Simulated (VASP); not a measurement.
# CsH: single point with LDA

CsH:

```xyz
2
Lattice="3.8184 0.0000 0.0000 0.0000 3.8184 0.0000 0.0000 0.0000 3.7611" Properties=species:S:1:pos:R:3 pbc="T T T"
Cs    0.0000    0.0000    0.0000
H     1.9092    1.9092    1.8806
```

This cell differs from its parent crystal: strain -0.0150 x Voigt [0, 0, 1, 0, 0, 0].

```yaml
Program: VASP 6.6.1
Task: single point
Functional: LDA
Potentials_or_basis: VASP PAW LDA potentials, release 64 (Cs_sv, H)
Cutoff: 520 eV
k_mesh: 8 × 8 × 8
Occupations: gaussian, width 0.05 eV
Spin: no spin polarisation
```

The pressure is -1.7 GPa. The band gap on the k mesh is 2.28 eV, indirect (least direct gap 2.39 eV).

Stress tensor (GPa, compression positive):
```
-1.94  0.00  0.00
 0.00 -1.94  0.00
 0.00  0.00 -1.35
```

Levels at points of the mesh, in eV from the valence-band top:
| k point | band 2 | band 3 | band 4 | band 5 | band 6 | band 7 | band 8 | band 9 |
| --- | --- | --- | --- | --- | --- | --- | --- | --- |
| (0.00, 0.00, 0.00) | -7.92 | -7.92 | -7.85 | -2.15 | 3.04 | 3.06 | 7.08 | 9.28 |
| (0.50, 0.00, 0.00) | -9.50 | -7.76 | -7.69 | -0.27 | 2.28 | 3.84 | 5.85 | 6.05 |
| (0.50, 0.50, 0.00) | -9.17 | -9.17 | -7.55 | -1.40 | 4.09 | 6.38 | 6.59 | 6.59 |
| (0.00, 0.00, 0.50) | -9.57 | -7.74 | -7.74 | -0.25 | 2.34 | 3.91 | 5.80 | 5.80 |
| (0.50, 0.00, 0.50) | -9.25 | -9.14 | -7.59 | -1.36 | 4.16 | 6.18 | 6.60 | 6.63 |
| (0.50, 0.50, 0.50) | -9.01 | -8.90 | -8.90 | 0.00 | 2.39 | 2.39 | 2.50 | 11.34 |

Wall time 28 s on 1 thread of AMD EPYC 7R43 64-Core Processor (Zen 3), with other jobs on the host, peak memory 0.14 GiB.

Caveat: the cell differs from its parent crystal (strain -0.0150 x Voigt [0, 0, 1, 0, 0, 0]); spin-orbit coupling is left out, which moves the levels of the heavy elements. A k mesh can miss the band edges.
